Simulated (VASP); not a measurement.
Hf5Pb, 6 atoms in the cell. It takes space group P4/mmm (No. 123, tetragonal). Conventional cell: a = 3.208 Å, b = 3.208 Å, c = 13.791 Å, α = 90.00°, β = 90.00°, γ = 90.00°. Hf (site symmetry 4mm) has 12 Hf at 3.11 to 3.26 Å within 4.1 Å. Hf (site symmetry 4mm) has 8 Hf at 3.11 to 3.21 Å and 4 Pb at 3.32 Å within 4.1 Å. Within 4.2 Å of Hf (site symmetry 4/mmm) lie 12 Hf at 3.21 to 3.26 Å. Within 4.2 Å of Pb (site symmetry 4/mmm) lie 4 Pb at 3.21 Å and 8 Hf at 3.32 Å.  This cell differs from its parent crystal: strained.

| Quantity | Value |
| --- | --- |
| Program | VASP 6.6.1 |
| Task | single point |
| Functional | PBEsol |
| Potentials or basis | VASP PAW PBE potentials, release 64 (Hf_pv, Pb_d) |
| Cutoff | 520 eV |
| k mesh | 12 × 12 × 4 |
| Occupations | gaussian, width 0.1 eV |
| Spin | no spin polarisation |
| Dipole correction | no |
| Further INCAR settings | ALGO = Fast; EDIFF = 1e-07; NBANDS = 41 |

Potentials or basis: VASP PAW PBE potentials, release 64 (Hf_pv, Pb_d).

Command:

```console
$ cat potpaw_PBE.64/Hf_pv/POTCAR potpaw_PBE.64/Pb_d/POTCAR > POTCAR
$ mpirun -np 1 vasp_std > vasp.out
```

Hardware: 1 thread of AMD EPYC 7R13, on a shared host.

Q: How long does it take, and how much memory?

A: Run time: 12 min on 1 thread of AMD EPYC 7R13 (shared host), peak memory 0.52 GiB. Counts: scf iterations 23, k points 84.
